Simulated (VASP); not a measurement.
# H3C3NO in VASP: notebook

The runs below take H3C3NO through single point, with PBE+D3(BJ).

Everything below comes from runs of VASP 6.6.1. Logs are shortened: lines on timing, memory, paths and dates and some standing lists are left out, and cuts for length are marked.

### Step 1. The cell of the first run

The cell holds a disordered packing, 24 atoms: a = 7.034 Å, b = 7.034 Å, c = 7.034 Å, α = 90.00°, β = 90.00°, γ = 90.00°.

### Step 2. Single point, PBE+D3(BJ)

INCAR

```
SYSTEM = H3C3NO
PREC     = Accurate       ! precision mode
ENCUT    = 1000           ! plane-wave cutoff, eV
EDIFF    = 1E-6           ! SCF threshold, eV
ISMEAR   = -1             ! smearing method
SIGMA    = 0.05           ! smearing width, eV
LREAL    = Auto         
LASPH    = .TRUE.         ! aspherical terms in the spheres
NELM     = 120            ! most SCF steps
ALGO     = Normal         ! electronic algorithm
ISIF     = 2              ! what is computed and relaxed
LWAVE    = .FALSE.        ! write WAVECAR
LCHARG   = .FALSE.        ! write CHGCAR
GGA      = PE             ! functional
IVDW     = 12             ! dispersion correction
NBANDS   = 57             ! bands
GGA_COMPAT= .FALSE.
```

KPOINTS

```
regular mesh
0
G
  1 1 1
  0 0 0
```

POSCAR

```
H3C3NO
1.0
    7.0338500000      0.0000000000      0.0000000000
    0.0000000000      7.0338500000      0.0000000000
    0.0000000000      0.0000000000      7.0338500000
C N H O
9 3 9 3
Direct
    0.3142517967      0.1505718774      0.9830462691
    0.2452995159      0.1048216837      1.1673550047
    0.1778968844      0.6208833000      0.4143818819
    0.2014401786      0.7079337774      0.6030410088
    0.9065163460      0.2453279498      0.8101253225
    0.7294013947      0.3217441373      0.7344768512
    0.6760735586     -0.0663647931      0.2536306575
    0.7208996496      0.7564704962      0.7803123467
    0.7305956198      0.4987311359      0.1824605302
    0.1723664849      0.0666491324      1.3115150309
    0.1930379522      0.7889989124      0.7485374297
    0.5856678775      0.3676649346      0.6617428578
    0.2272155363      0.0608628276      0.8937637283
    0.3019114710      0.2993239833      0.9448026330
    0.4653354848      0.1244837465      0.9578538069
    0.1195788935      0.7072940139      0.3029208755
    0.3056505328      0.5564235803      0.3735649751
    0.0683693852      0.5104316981      0.4304897034
    0.9244297220      0.2744016435      0.9663413351
    0.9187713699      0.0958081278      0.7851034640
    1.0357201248      0.2887892122      0.7406327971
    0.8162101836     -0.0958934296      0.3278716492
    0.5941696226      0.8082913340      0.6991334760
    0.5671431719      0.5026265843      0.1953126666
```

Potentials or basis: VASP PAW PBE potentials, release 64 (C_h, N_h, H_h, O_h).

On the command line:

```
cat potpaw_PBE.64/C_h/POTCAR potpaw_PBE.64/N_h/POTCAR potpaw_PBE.64/H_h/POTCAR potpaw_PBE.64/O_h/POTCAR > POTCAR
mpirun -np 1 vasp_gam > vasp.out
```

OUTCAR:

```text
SYSTEM = H3C3NO
   PREC = Accurate
   ENCUT = 1000
   EDIFF = 1E-6
   ISMEAR = -1
   LREAL = Auto
   LASPH = .TRUE.
   NELM = 120
   ISIF = 2
   GGA = PE
   IVDW = 12
 IVDW          = 12

 ion  position               nearest neighbor table
   1  0.314  0.151  0.983-  13 1.08  14 1.08  15 1.09   2 1.42
   2  0.245  0.105  0.167-  10 1.17   1 1.42
   3  0.178  0.621  0.414-  17 1.05  16 1.07  18 1.10   4 1.47
   4  0.201  0.708  0.603-  11 1.17   3 1.47
   5  0.907  0.245  0.810-  20 1.07  21 1.08  19 1.12   6 1.46
   6  0.729  0.322  0.734-  12 1.18   5 1.46
   7  0.676  0.934  0.254-  22 1.13
   8  0.721  0.756  0.780-  23 1.12
   9  0.731  0.499  0.182-  24 1.15
  10  0.172  0.067  0.312-   2 1.17
  11  0.193  0.789  0.749-   4 1.17
  12  0.586  0.368  0.662-   6 1.18
[... 10 lines left out ...]
  23  0.594  0.808  0.699-   8 1.12
  24  0.567  0.503  0.195-   9 1.15

  LATTYP: Found a simple cubic cell.
 ALAT       =     7.0338500000

  Lattice vectors:

 A1 = (   7.0338500000,   0.0000000000,   0.0000000000)
 A2 = (   0.0000000000,   7.0338500000,   0.0000000000)
 A3 = (   0.0000000000,   0.0000000000,   7.0338500000)

Analysis of symmetry for initial positions (statically):
=====================================================================
 Subroutine PRICEL returns:
 Original cell was already a primitive cell.

 Routine SETGRP: Setting up the symmetry group for a
 simple cubic supercell.

 Subroutine GETGRP returns: Found  1 space group operations
 (whereof  1 operations were pure point group operations)
 out of a pool of 48 trial point group operations.

The static configuration has the point symmetry C_1 .

Analysis of symmetry for dynamics (positions and initial velocities):
=====================================================================
 Subroutine PRICEL returns:
 Original cell was already a primitive cell.

 Routine SETGRP: Setting up the symmetry group for a
 simple cubic supercell.

 Subroutine GETGRP returns: Found  1 space group operations
 (whereof  1 operations were pure point group operations)
 out of a pool of 48 trial point group operations.

The dynamic configuration has the point symmetry C_1 .

 Subroutine INISYM returns: Found  1 space group operations
 (whereof  1 operations are pure point group operations),
 and found     1 'primitive' translations

----------------------------------------------------------------------------------------

                                     Primitive cell

  volume of cell :     348.0001

  direct lattice vectors                    reciprocal lattice vectors
     7.033850000  0.000000000  0.000000000     0.142169651  0.000000000  0.000000000
     0.000000000  7.033850000  0.000000000     0.000000000  0.142169651  0.000000000
     0.000000000  0.000000000  7.033850000     0.000000000  0.000000000  0.142169651

  length of vectors
     7.033850000  7.033850000  7.033850000     0.142169651  0.142169651  0.142169651

  position of ions in fractional coordinates (direct lattice)
     0.314251797  0.150571877  0.983046269
     0.245299516  0.104821684  0.167355005
     0.177896884  0.620883300  0.414381882
     0.201440179  0.707933777  0.603041009
     0.906516346  0.245327950  0.810125322
     0.729401395  0.321744137  0.734476851
[... 16 lines left out ...]
     0.594169623  0.808291334  0.699133476
     0.567143172  0.502626584  0.195312667

  ion indices of the primitive-cell ions
   primitive index   ion index
                 1           1
                 2           2
                 3           3
                 4           4
                 5           5
                 6           6
[... 16 lines left out ...]
                23          23
                24          24

----------------------------------------------------------------------------------------

 KPOINTS: regular mesh

Automatic generation of k-mesh.
 Grid dimensions read from file:
 generate k-points for:    1    1    1

 Generating k-lattice:

  Cartesian coordinates                     Fractional coordinates (reciprocal lattice)
     0.142169651  0.000000000  0.000000000     1.000000000  0.000000000  0.000000000
     0.000000000  0.142169651  0.000000000     0.000000000  1.000000000  0.000000000
     0.000000000  0.000000000  0.142169651     0.000000000  0.000000000  1.000000000

  Length of vectors
     0.142169651  0.142169651  0.142169651

  Shift w.r.t. Gamma in fractional coordinates (k-lattice)
     0.000000000  0.000000000  0.000000000

 Subroutine IBZKPT returns following result:
 ===========================================

 Found      1 irreducible k-points:

 Following reciprocal coordinates:
            Coordinates               Weight
  0.000000  0.000000  0.000000      1.000000
   k-points           NKPTS =      1   k-points in BZ     NKDIM =      1   number of bands    NBANDS=     57
   number of dos      NEDOS =    301   number of ions     NIONS =     24
   total plane-waves  NPLWV = 512000
   dimension x,y,z NGX =    80 NGY =   80 NGZ =   80
   dimension x,y,z NGXF=   160 NGYF=  160 NGZF=  160
   ions per type =               9   3   9   3
   NGX,Y,Z   is equivalent  to a cutoff of  18.91, 18.91, 18.91 a.u.
   NGXF,Y,Z  is equivalent  to a cutoff of  37.82, 37.82, 37.82 a.u.
 SYSTEM =  H3C3NO
   PREC   = accura    normal or accurate (medium, high low for compatibility)
   ISTART =      0    job   : 0-new  1-cont  2-samecut
   ICHARG =      2    charge: 1-file 2-atom 10-const
   ISPIN  =      1    spin polarized calculation?
   LNONCOLLINEAR =      F non collinear calculations
   LSORBIT =      F    spin-orbit coupling
   LASPH  =      T    aspherical Exc in radial PAW
   ENCUT  = 1000.0 eV  73.50 Ry    8.57 a.u.  18.14 18.14 18.14*2*pi/ulx,y,z
   NELM   =    120;   NELMIN=  2; NELMDL= -5     # of ELM steps
   EDIFF  = 0.1E-05   stopping-criterion for ELM
   LREAL  =      T    real-space projection
   EDIFFG = 0.1E-04   stopping-criterion for IOM
   NSW    =      0    number of steps for IOM
   IBRION =     -1    ionic relax: 0-MD 1-quasi-New 2-CG
   NFREE  =      0    steps in history (QN), initial steepest desc. (CG)
   ISIF   =      2    stress and relaxation
   ISYM   =      2    0-nonsym 1-usesym 2-fastsym
   POTIM  = 0.5000    time-step for ionic-motion
   TEBEG  =    0.0;   TEEND  =   0.0 temperature during run
   PSTRESS=    0.0 pullay stress
   NELECT =      78.0000    total number of electrons
   NUPDOWN=      -1.0000    fix difference up-down
   EMIN   =  10.00;   EMAX   =-10.00  energy-range for DOS
   EFERMI =   0.00;   METHOD = LEGACY
   ISMEAR =    -1;   SIGMA  =   0.05  broadening in eV -4-tet -1-fermi 0-gaus
   EFERMI_NEDOS =   21; number of points for ismear=-14 and -15
   IALGO  =     38    algorithm
   IMIX   =      4    mixing-type and parameters
     AMIX     =   0.40;   BMIX     =  1.00
     AMIX_MAG =   1.60;   BMIX_MAG =  1.00
  volume/ion in A,a.u.               =      14.50        97.85
  Fermi-wavevector in a.u.,A,eV,Ry     =   0.994443  1.879225 13.455033  0.988917
  Thomas-Fermi vector in A             =   2.126395
   LORBIT       =      0    0 simple, 1 ext, 2 COOP (PROOUT), +10 PAW based schemes
   GGA     = PE    functional components
   LHFCALC =     F    Hartree Fock is set to
   AEXX    =    0.0000 exact exchange contribution
   IVDW    =    12    specifies the selected vdW correction
   LEPSILON=     F    determine dielectric tensor
   LRPA    =     F    only Hartree local field effects (RPA)
 non-spin polarized calculation
  energy-cutoff  :     1000.00
  volume of cell :      348.00
 maximum number of plane-waves:     12443
 NGX is ok and might be reduce to    80
   NGX = 37   NGY = 37   NGZ = 37

 number of electron      77.9999999 magnetization

 Free energy of the ion-electron system (eV)
  ---------------------------------------------------
  ext. energy  EPLUGINS =         0.00000000
  ---------------------------------------------------
  free energy    TOTEN  =      -154.76267548 eV

  energy without entropy =     -154.76267548  energy(sigma->0) =     -154.76267548

 E-fermi :  -2.3226     XC(G=0):  -6.8155

 val. band max:       -3.5476141170   @ k =   0.0000   0.0000   0.0000
 cond. band min:       1.3493677604   @ k =   0.0000   0.0000   0.0000
 fundamental gap:      4.8969818773
 Fermi energy:        -2.3225502540

 k-point     1 :       0.0000    0.0000    0.0000
  band No.  band energies     occupation
      1     -25.2918      2.00000
      2     -25.2476      2.00000
      3     -25.2215      2.00000
      4     -18.7888      2.00000
      5     -18.4239      2.00000
      6     -18.2992      2.00000
[... 43 lines left out ...]
     50       3.6932      0.00000
     51       3.9945      0.00000
 [bands above 51 left out]

------------------------ aborting loop because EDIFF is reached ----------------------------------------

 Edisp (eV)   -1.33459

 E8    (eV) :    -0.3284

  FORCE on cell =-STRESS in cart. coord.  units (eV):
  Direction    XX          YY          ZZ          XY          YZ          ZX
  --------------------------------------------------------------------------------------
  -------------------------------------------------------------------------------------
  Total       0.22199     4.68848    -0.93704     0.05046    -0.89366    -0.54384
  in kB       1.02205    21.58558    -4.31408     0.23233    -4.11438    -2.50383
  external pressure =        6.10 kB  Pullay stress =        0.00 kB

 VOLUME and BASIS-vectors are now :
 -----------------------------------------------------------------------------
  energy-cutoff  :     1000.00
  volume of cell :      348.00
      direct lattice vectors                 reciprocal lattice vectors
     7.033850000  0.000000000  0.000000000     0.142169651  0.000000000  0.000000000
     0.000000000  7.033850000  0.000000000     0.000000000  0.142169651  0.000000000
     0.000000000  0.000000000  7.033850000     0.000000000  0.000000000  0.142169651

 POSITION                                       TOTAL-FORCE (eV/Angst)
 -----------------------------------------------------------------------------------
      2.21040      1.05910      6.91460         0.530669      0.176036     -0.313288
      1.72540      0.73730      1.17715        -0.254800      0.141840      1.456732
      1.25130      4.36720      2.91470        -1.259231     -0.385853      1.755521
      1.41690      4.97950      4.24170        -0.984134      1.131151      0.091859
      6.37630      1.72560      5.69830        -0.253585      0.580029      1.110474
      5.13050      2.26310      5.16620        -0.806019     -0.017469     -1.009662
[... 16 lines left out ...]
      4.17930      5.68540      4.91760        -1.149641      0.680701     -0.880928
      3.98920      3.53540      1.37380         2.017346     -0.083631     -0.259150
 -----------------------------------------------------------------------------------
    total drift:                                0.001760     -0.003632      0.000160

  FREE ENERGIE OF THE ION-ELECTRON SYSTEM (eV)
  ---------------------------------------------------
  free  energy   TOTEN  =      -156.0972693354 eV

  energy  without entropy=     -156.0972693353  energy(sigma->0) =     -156.09726934
```

Run time: 1.9 min. Hardware: 1 thread of Intel Xeon Platinum 8259CL at 2.50GHz (Skylake/Cascade Lake), shared host; peak memory 0.94 GiB.

Results:

```
Free energy                : -156.0973 eV
Pressure                   : 0.6 GPa
Largest force              : 2.195 eV/Å
Dispersion energy per atom : -0.056 eV
```

Forces in eV/Å, atoms in the order of the input:
```
C    0.531  0.176 -0.313
C   -0.255  0.142  1.457
C   -1.259 -0.386  1.756
C   -0.984  1.131  0.092
C   -0.254  0.580  1.110
C   -0.806 -0.017 -1.010
C    0.071  0.165 -0.036
C    1.355 -0.465  0.985
C   -1.983 -0.094  0.240
N    0.468  0.330 -0.447
N    0.141 -0.957 -1.047
N    1.442 -0.433  0.836
H    0.130 -0.270 -0.931
H   -0.453  0.493  0.104
H   -0.025 -0.551  0.258
H    0.128  1.029 -0.186
H    1.393 -0.809 -0.587
H    0.187 -0.321  0.106
H   -0.243 -0.108 -0.808
H   -0.513 -1.207  0.060
H    0.306  1.021 -0.553
O   -0.247 -0.044  0.053
O   -1.150  0.681 -0.881
O    2.017 -0.084 -0.259
```

Caveat: the k points lie up to 0.89 Å⁻¹ apart, too coarse for converged energies, forces and pressures.

### Step 3. Single point, PBE+D3(BJ)

INCAR

```
PREC = Accurate
ENCUT = 1000
EDIFF = 1E-6
ISMEAR = -1
SIGMA = 0.05
LREAL = Auto
LASPH = True
NELM = 120
ALGO = Normal
ISIF = 2
LWAVE = False
LCHARG = False
GGA = PE
IVDW = 12
NBANDS = 57
GGA_COMPAT = False
```

KPOINTS

```
Automatic mesh
0
Gamma
  1 1 1
```

POSCAR

```
H3C3NO
1.0
    7.0338500000      0.0000000000      0.0000000000
    0.0000000000      7.0338500000      0.0000000000
    0.0000000000      0.0000000000      7.0338500000
C N H O
9 3 9 3
Direct
    0.3096597169      0.1570974644      0.9812264976
    0.2526212529      0.0996040575      1.1719470845
    0.2017245179      0.5760145582      0.4489717580
    0.1847210276      0.7051756861      0.6151538631
    0.8760351728      0.2984851824      0.8119450941
    0.7111752454      0.3203650917      0.6844047001
    0.7012518038     -0.0183256680      0.2709469210
    0.6810494964      0.7244823248      0.7768576242
    0.6988633536      0.5455191680      0.1956396568
    0.1949430255      0.0626825991      1.3222061886
    0.1957960434      0.7946003967      0.7537692729
    0.5805782040      0.3410934268      0.5843456997
    0.2318076160      0.0658671993      0.8769450585
    0.3010584531      0.3060059569      0.9539583585
    0.4663733233      0.1431364047      0.9742601847
    0.2030182617      0.6549329315      0.3189860460
    0.3334020487      0.5039914130      0.4772208677
    0.0921401508      0.4689181600      0.4423608692
    0.8095708609      0.2591184060      0.9457693866
    0.9700946139      0.1844651222      0.7720380730
    0.9626591412      0.4194857724      0.8458383389
    0.8117034057     -0.1124419770      0.3533057998
    0.6125379415      0.8352324829      0.6844189171
    0.5443249430      0.4924188034      0.1835978874
```

Potentials or basis: VASP PAW PBE potentials, release 64 (C_h, N_h, H_h, O_h).

On the command line:

```
cat potpaw_PBE.64/C_h/POTCAR potpaw_PBE.64/N_h/POTCAR potpaw_PBE.64/H_h/POTCAR potpaw_PBE.64/O_h/POTCAR > POTCAR
mpirun -np 1 vasp_gam > vasp.out
```

Run time: 2.6 min. Hardware: 1 thread of Intel Xeon 6975P-C (Granite Rapids), shared host; peak memory 0.94 GiB.

It converged, with:

```yaml
Free_energy: -156.1658 eV
Pressure: -0.1 GPa
Largest_force: 4.125 eV/Å
Dispersion_energy_per_atom: -0.056 eV
```

Forces on the atoms (eV/Å):
```
C    0.733 -1.216  0.387
C   -0.235  0.769 -0.390
C   -0.317  0.920  1.649
C    0.003 -0.692 -0.613
C   -1.438 -0.612  0.048
C    0.824  0.484 -0.274
C    2.764 -2.124  1.864
C    0.520 -0.661  0.770
C   -1.643 -0.951 -0.186
N    0.102 -0.132  0.093
N   -0.431 -0.181 -0.166
N    0.452 -0.278  0.512
H    0.724  0.398  0.215
H   -0.838  1.080  0.034
H   -0.298 -0.713 -0.272
H    0.108  0.508 -0.720
H    0.764 -0.502 -0.277
H   -0.586 -0.252  0.151
H    0.065 -0.314  0.587
H    0.161 -0.597 -0.505
H    0.026  1.051 -0.405
O   -2.683  2.441 -1.965
O   -0.467  0.880 -0.535
O    1.690  0.695 -0.003
```

Stress tensor (GPa, compression positive):
```
-1.52 -0.04 -1.56
-0.04  1.29 -0.13
-1.56 -0.13 -0.07
```

Levels at points of the mesh, in eV from the Fermi level:
```csv
k point,band 35,band 36,band 37,band 38,band 39,band 40,band 41,band 42,band 43,band 44
"(0.00, 0.00, 0.00)",-1.71,-1.60,-1.40,-1.33,-1.22,3.87,4.18,4.37,4.54,4.69
```

Caveat: the k points lie up to 0.89 Å⁻¹ apart, too coarse for converged energies, forces and pressures.
